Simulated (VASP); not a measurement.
# Ge8H3N in VASP: single point with PBE+D3(BJ)

Aim: the single point of Ge8H3N with PBE+D3(BJ).

Everything below comes from runs of VASP 6.6.1. Logs are shortened: lines on timing, memory, paths and dates and some standing lists are left out, and cuts for length are marked.

### 1 The cell of the first run

The cell holds a slab with vacuum, 24 atoms: a = 8.004 Å, b = 8.004 Å, c = 20.175 Å, α = 90.00°, β = 90.00°, γ = 60.00°.

### 2 Single point, PBE+D3(BJ)

Contents of INCAR:

```
SYSTEM = Ge8H3N
PREC = Accurate ; ENCUT = 520
EDIFF = 1E-7 ; ISMEAR = 0
SIGMA = 0.05 ; LREAL = Auto
LASPH = .TRUE. ; NELM = 60
ALGO = Normal ; ISIF = 2
LWAVE = .FALSE. ; LCHARG = .FALSE.
GGA = PE ; IVDW = 12
NBANDS = 138
```

Contents of KPOINTS:

```
Automatic mesh
0
G
  2 2 1
  0 0 0
```

Contents of POSCAR:

```
Ge8H3N
1.0
    8.0044490000      0.0000000000      0.0000000000
    4.0022240000      6.9320560000      0.0000000000
    0.0000000000      0.0000000000     20.1747530000
H Ge N
6 16 2
Direct
    0.1666666700      0.1666666700      0.0495669000
    0.6666666600      0.1666666700      0.0495669000
    0.1666666900      0.6666666600      0.0495669000
    0.6666666800      0.6666666600      0.0495669000
   -0.0039281209      0.4962908895      0.4019966872
    0.5769679617      0.3812779053      0.4149919040
    0.1666666700      0.1666666700      0.1263956000
    0.6666666600      0.1666666700      0.1263956000
    0.1666666900      0.6666666600      0.1263956000
    0.6666666800      0.6666666600      0.1263956000
   -0.1673357977      0.3323842069      0.1660898474
    0.3333873590      0.3330135754      0.1673730165
   -0.1691708235      0.8348934438      0.1666039545
    0.3317368450      0.8347999060      0.1653484499
   -0.1510338663      0.3049601620      0.2861013302
    0.3350075656      0.3128807301      0.2894535990
   -0.1221760977      0.8260312452      0.2868197242
    0.2845941140      0.9038250537      0.2844070666
   -0.0092749720      0.0048634145      0.3561218753
    0.5612592591     -0.1298835524      0.3781792425
   -0.0085438717      0.4961856620      0.3248958832
    0.5385695669      0.4524470020      0.3417366266
    0.4066979526      0.0533182384      0.3096037626
    0.4633563517     -0.2850939385      0.3425335542
```

Potentials or basis: VASP PAW PBE potentials, release 64 (H, Ge_d, N).

Started as:

```console
$ cat potpaw_PBE.64/H/POTCAR potpaw_PBE.64/Ge_d/POTCAR potpaw_PBE.64/N/POTCAR > POTCAR
$ mpirun -np 1 vasp_std > vasp.out
```

OUTCAR:

```text
SYSTEM = Ge8H3N
   PREC = Accurate
   ENCUT = 520
   EDIFF = 1E-7
   ISMEAR = 0
   LREAL = Auto
   LASPH = .TRUE.
   NELM = 60
   ISIF = 2
   GGA = PE
   IVDW = 12
 IVDW          = 12

 ion  position               nearest neighbor table
   1  0.167  0.167  0.050-   7 1.55
   2  0.667  0.167  0.050-   8 1.55
   3  0.167  0.667  0.050-   9 1.55
   4  0.667  0.667  0.050-  10 1.55
   5  0.996  0.496  0.402-  21 1.56
   6  0.577  0.381  0.415-  22 1.56
   7  0.167  0.167  0.126-   1 1.55  14 2.43  11 2.45  12 2.45
   8  0.667  0.167  0.126-   2 1.55  11 2.43  13 2.44  12 2.45
   9  0.167  0.667  0.126-   3 1.55  14 2.44  12 2.46  13 2.47
  10  0.667  0.667  0.126-   4 1.55  13 2.44  14 2.45  11 2.45
  11  0.833  0.332  0.166-  15 2.43   8 2.43   7 2.45  10 2.45
  12  0.333  0.333  0.167-   7 2.45   8 2.45   9 2.46  16 2.47
  13  0.831  0.835  0.167-   8 2.44  10 2.44  17 2.45   9 2.47
  14  0.332  0.835  0.165-   7 2.43   9 2.44  10 2.45  18 2.45
  15  0.849  0.305  0.286-  22 2.43  11 2.43  21 2.45  19 2.52
  16  0.335  0.313  0.289-  23 1.90  12 2.47  21 2.49  22 2.61
  17  0.878  0.826  0.287-  21 2.45  13 2.45  19 2.47
  18  0.285  0.904  0.284-  24 1.88  23 1.95  14 2.45  19 2.53  20 2.82
  19  0.991  0.005  0.356-  17 2.47  15 2.52  18 2.53
  20  0.561  0.870  0.378-  24 1.91  23 1.94  18 2.82
  21  0.991  0.496  0.325-   5 1.56  17 2.45  15 2.45  16 2.49
  22  0.539  0.452  0.342-   6 1.56  24 1.87  15 2.43  16 2.61
  23  0.407  0.053  0.310-  16 1.90  20 1.94  18 1.95
  24  0.463  0.715  0.343-  22 1.87  18 1.88  20 1.91

  LATTYP: Found a hexagonal cell.
 ALAT       =     8.0044485965
 C/A-ratio  =     2.5204425710

  Lattice vectors:

 A1 = (  -4.0022240000,  -6.9320560000,   0.0000000000)
 A2 = (   8.0044490000,   0.0000000000,   0.0000000000)
 A3 = (   0.0000000000,   0.0000000000,  20.1747530000)

Analysis of symmetry for initial positions (statically):
=====================================================================
 Subroutine PRICEL returns:
 Original cell was already a primitive cell.

 Routine SETGRP: Setting up the symmetry group for a
 hexagonal supercell.

 Subroutine GETGRP returns: Found  1 space group operations
 (whereof  1 operations were pure point group operations)
 out of a pool of 24 trial point group operations.

The static configuration has the point symmetry C_1 .

Analysis of symmetry for dynamics (positions and initial velocities):
=====================================================================
 Subroutine PRICEL returns:
 Original cell was already a primitive cell.

 Routine SETGRP: Setting up the symmetry group for a
 hexagonal supercell.

 Subroutine GETGRP returns: Found  1 space group operations
 (whereof  1 operations were pure point group operations)
 out of a pool of 24 trial point group operations.

The dynamic configuration has the point symmetry C_1 .

 Subroutine INISYM returns: Found  1 space group operations
 (whereof  1 operations are pure point group operations),
 and found     1 'primitive' translations

----------------------------------------------------------------------------------------

                                     Primitive cell

  volume of cell :    1119.4423

  direct lattice vectors                    reciprocal lattice vectors
     8.004449000  0.000000000  0.000000000     0.124930523 -0.072128664  0.000000000
     4.002224000  6.932056000  0.000000000     0.000000000  0.144257346  0.000000000
     0.000000000  0.000000000 20.174753000     0.000000000  0.000000000  0.049566902

  length of vectors
     8.004449000  8.004448596 20.174753000     0.144257339  0.144257346  0.049566902

  position of ions in fractional coordinates (direct lattice)
     0.166666670  0.166666670  0.049566900
     0.666666660  0.166666670  0.049566900
     0.166666690  0.666666660  0.049566900
     0.666666680  0.666666660  0.049566900
     0.996071879  0.496290890  0.401996687
     0.576967962  0.381277905  0.414991904
[... 16 lines left out ...]
     0.406697953  0.053318238  0.309603763
     0.463356352  0.714906062  0.342533554

  ion indices of the primitive-cell ions
   primitive index   ion index
                 1           1
                 2           2
                 3           3
                 4           4
                 5           5
                 6           6
[... 16 lines left out ...]
                23          23
                24          24

----------------------------------------------------------------------------------------

 KPOINTS: Automatic mesh

Automatic generation of k-mesh.
 Grid dimensions read from file:
 generate k-points for:    2    2    1

 Generating k-lattice:

  Cartesian coordinates                     Fractional coordinates (reciprocal lattice)
     0.062465262 -0.036064332  0.000000000     0.500000000 -0.000000000  0.000000000
     0.000000000  0.072128673  0.000000000     0.000000000  0.500000000  0.000000000
     0.000000000  0.000000000  0.049566902     0.000000000  0.000000000  1.000000000

  Length of vectors
     0.072128669  0.072128673  0.049566902

  Shift w.r.t. Gamma in fractional coordinates (k-lattice)
     0.000000000  0.000000000  0.000000000

 Subroutine IBZKPT returns following result:
 ===========================================

 Found      4 irreducible k-points:

 Following reciprocal coordinates:
            Coordinates               Weight
  0.000000  0.000000  0.000000      1.000000
  0.500000  0.000000  0.000000      1.000000
  0.500000  0.500000  0.000000      1.000000
  0.000000  0.500000  0.000000      1.000000
   k-points           NKPTS =      4   k-points in BZ     NKDIM =      4   number of bands    NBANDS=    138
   number of dos      NEDOS =    301   number of ions     NIONS =     24
   total plane-waves  NPLWV = 540000
   dimension x,y,z NGX =    60 NGY =   60 NGZ =  150
   dimension x,y,z NGXF=   120 NGYF=  120 NGZF=  300
   ions per type =               6  16   2
   NGX,Y,Z   is equivalent  to a cutoff of  12.46, 12.46, 12.36 a.u.
   NGXF,Y,Z  is equivalent  to a cutoff of  24.92, 24.92, 24.72 a.u.
 SYSTEM =  Ge8H3N
   PREC   = accura    normal or accurate (medium, high low for compatibility)
   ISTART =      0    job   : 0-new  1-cont  2-samecut
   ICHARG =      2    charge: 1-file 2-atom 10-const
   ISPIN  =      1    spin polarized calculation?
   LNONCOLLINEAR =      F non collinear calculations
   LSORBIT =      F    spin-orbit coupling
   LASPH  =      T    aspherical Exc in radial PAW
   ENCUT  =  520.0 eV  38.22 Ry    6.18 a.u.  14.88 14.88 37.51*2*pi/ulx,y,z
   NELM   =     60;   NELMIN=  2; NELMDL= -5     # of ELM steps
   EDIFF  = 0.1E-06   stopping-criterion for ELM
   LREAL  =      T    real-space projection
   EDIFFG = 0.1E-05   stopping-criterion for IOM
   NSW    =      0    number of steps for IOM
   IBRION =     -1    ionic relax: 0-MD 1-quasi-New 2-CG
   NFREE  =      0    steps in history (QN), initial steepest desc. (CG)
   ISIF   =      2    stress and relaxation
   ISYM   =      2    0-nonsym 1-usesym 2-fastsym
   POTIM  = 0.5000    time-step for ionic-motion
   TEBEG  =    0.0;   TEEND  =   0.0 temperature during run
   PSTRESS=    0.0 pullay stress
   NELECT =     240.0000    total number of electrons
   NUPDOWN=      -1.0000    fix difference up-down
   EMIN   =  10.00;   EMAX   =-10.00  energy-range for DOS
   EFERMI =   0.00;   METHOD = LEGACY
   ISMEAR =     0;   SIGMA  =   0.05  broadening in eV -4-tet -1-fermi 0-gaus
   EFERMI_NEDOS =   21; number of points for ismear=-14 and -15
   IALGO  =     38    algorithm
   IMIX   =      4    mixing-type and parameters
     AMIX     =   0.40;   BMIX     =  1.00
     AMIX_MAG =   1.60;   BMIX_MAG =  1.00
  volume/ion in A,a.u.               =      46.64       314.77
  Fermi-wavevector in a.u.,A,eV,Ry     =   0.979816  1.851584 13.062137  0.960040
  Thomas-Fermi vector in A             =   2.110699
   LORBIT       =      0    0 simple, 1 ext, 2 COOP (PROOUT), +10 PAW based schemes
   GGA     = PE    functional components
   LHFCALC =     F    Hartree Fock is set to
   AEXX    =    0.0000 exact exchange contribution
   IVDW    =    12    specifies the selected vdW correction
   LEPSILON=     F    determine dielectric tensor
   LRPA    =     F    only Hartree local field effects (RPA)
 non-spin polarized calculation
 Gauss-broadening in eV      SIGMA  =   0.05
  energy-cutoff  :      520.00
  volume of cell :     1119.44
 maximum number of plane-waves:     30165
 NGX is ok and might be reduce to    60
   NGX = 29   NGY = 29   NGZ = 75

 number of electron     240.0000002 magnetization

 Free energy of the ion-electron system (eV)
  ---------------------------------------------------
  ext. energy  EPLUGINS =         0.00000000
  ---------------------------------------------------
  free energy    TOTEN  =      -103.93729485 eV

  energy without entropy =     -103.93729485  energy(sigma->0) =     -103.93729485

 E-fermi :  -1.2652     XC(G=0):  -4.2746

 val. band max:       -1.4777138046   @ k =   0.0000   0.5000   0.0000
 cond. band min:      -1.0532772294   @ k =   0.0000   0.5000   0.0000
 fundamental gap:      0.4244365753
 Fermi energy:        -1.2651652687

 k-point     1 :       0.0000    0.0000    0.0000
  band No.  band energies     occupation
      1     -26.0421      2.00000
      2     -26.0308      2.00000
      3     -26.0235      2.00000
      4     -26.0061      2.00000
      5     -25.9847      2.00000
      6     -25.9819      2.00000
[... 124 lines left out ...]
    131       1.3769      0.00000
    132       1.8616      0.00000

 k-point     2 :       0.5000    0.0000    0.0000
  band No.  band energies     occupation
      1     -26.0424      2.00000
      2     -26.0306      2.00000
      3     -26.0238      2.00000
      4     -26.0068      2.00000
      5     -25.9843      2.00000
      6     -25.9823      2.00000
[... 124 lines left out ...]
    131       1.8963      0.00000
    132       2.0904      0.00000

 k-point     3 :       0.5000    0.5000    0.0000
  band No.  band energies     occupation
      1     -26.0410      2.00000
      2     -26.0309      2.00000
      3     -26.0236      2.00000
      4     -26.0068      2.00000
      5     -25.9830      2.00000
      6     -25.9816      2.00000
[... 124 lines left out ...]
    131       2.1153      0.00000
    132       2.2078      0.00000

 k-point     4 :       0.0000    0.5000    0.0000
  band No.  band energies     occupation
      1     -26.0409      2.00000
      2     -26.0303      2.00000
      3     -26.0239      2.00000
      4     -26.0064      2.00000
      5     -25.9830      2.00000
      6     -25.9816      2.00000
[... 124 lines left out ...]
    131       1.9684      0.00000
    132       2.0004      0.00000
 [bands above 132 left out]

------------------------ aborting loop because EDIFF is reached ----------------------------------------

 Edisp (eV)   -3.80091

 E8    (eV) :    -1.6870

  FORCE on cell =-STRESS in cart. coord.  units (eV):
  Direction    XX          YY          ZZ          XY          YZ          ZX
  --------------------------------------------------------------------------------------
  -------------------------------------------------------------------------------------
  Total       0.13790     1.06820    -0.08120    -4.36081     0.00389    -0.01921
  in kB       0.19737     1.52884    -0.11621    -6.24132     0.00557    -0.02749
  external pressure =        0.54 kB  Pullay stress =        0.00 kB

 VOLUME and BASIS-vectors are now :
 -----------------------------------------------------------------------------
  energy-cutoff  :      520.00
  volume of cell :     1119.44
      direct lattice vectors                 reciprocal lattice vectors
     8.004449000  0.000000000  0.000000000     0.124930523 -0.072128664  0.000000000
     4.002224000  6.932056000  0.000000000     0.000000000  0.144257346  0.000000000
     0.000000000  0.000000000 20.174753000     0.000000000  0.000000000  0.049566902

 POSITION                                       TOTAL-FORCE (eV/Angst)
 -----------------------------------------------------------------------------------
      2.00111      1.15534      1.00000         0.034292      0.061569     -0.061301
      6.00334      1.15534      1.00000        -0.043836     -0.030981     -0.038273
      4.00222      4.62137      1.00000        -0.021317     -0.026221     -0.024172
      8.00445      4.62137      1.00000         0.004790      0.030619     -0.048045
      9.95927      3.44032      8.11018        -0.002660      0.000862     -0.014532
      6.14427      2.64304      8.37236        -0.000351      0.007586     -0.029377
[... 16 lines left out ...]
      3.46878      0.36961      6.24618         0.000470      0.013507     -0.002922
      6.57013      4.95577      6.91053        -0.020800     -0.000698     -0.021328
 -----------------------------------------------------------------------------------
    total drift:                                0.004089     -0.000312     -0.006342

  FREE ENERGIE OF THE ION-ELECTRON SYSTEM (eV)
  ---------------------------------------------------
  free  energy   TOTEN  =      -107.7382015827 eV

  energy  without entropy=     -107.7382015825  energy(sigma->0) =     -107.73820158
```

Run time: 54 min. Hardware: 1 thread of Oxide Virtual Turin-like, shared host; peak memory 1.2 GiB.

Results:

* Free energy: -107.7382 eV
* Largest force: 0.262 eV/Å
* Band gap on the k mesh: 0.42 eV
* Dispersion energy per atom: -0.158 eV

Forces in eV/Å, atoms in the order of the input:
```
H    0.034  0.062 -0.061
H   -0.044 -0.031 -0.038
H   -0.021 -0.026 -0.024
H    0.005  0.031 -0.048
H   -0.003  0.001 -0.015
H    0.000  0.008 -0.029
Ge   0.006  0.105 -0.204
Ge   0.016  0.035 -0.042
Ge   0.002 -0.068  0.184
Ge   0.011 -0.108  0.239
Ge  -0.004  0.000  0.002
Ge   0.003 -0.007 -0.003
Ge  -0.004 -0.001 -0.003
Ge   0.003  0.001 -0.003
Ge   0.009  0.003 -0.013
Ge  -0.009 -0.020  0.008
Ge   0.000 -0.003  0.008
Ge   0.015 -0.011  0.012
Ge  -0.010 -0.003  0.011
Ge  -0.002  0.002 -0.004
Ge  -0.003 -0.002  0.025
Ge   0.016  0.018  0.024
N    0.000  0.014 -0.003
N   -0.021 -0.001 -0.021
```

Caveat: the k points lie up to 0.45 Å⁻¹ apart; there is no dipole correction, which matters where the two faces differ.
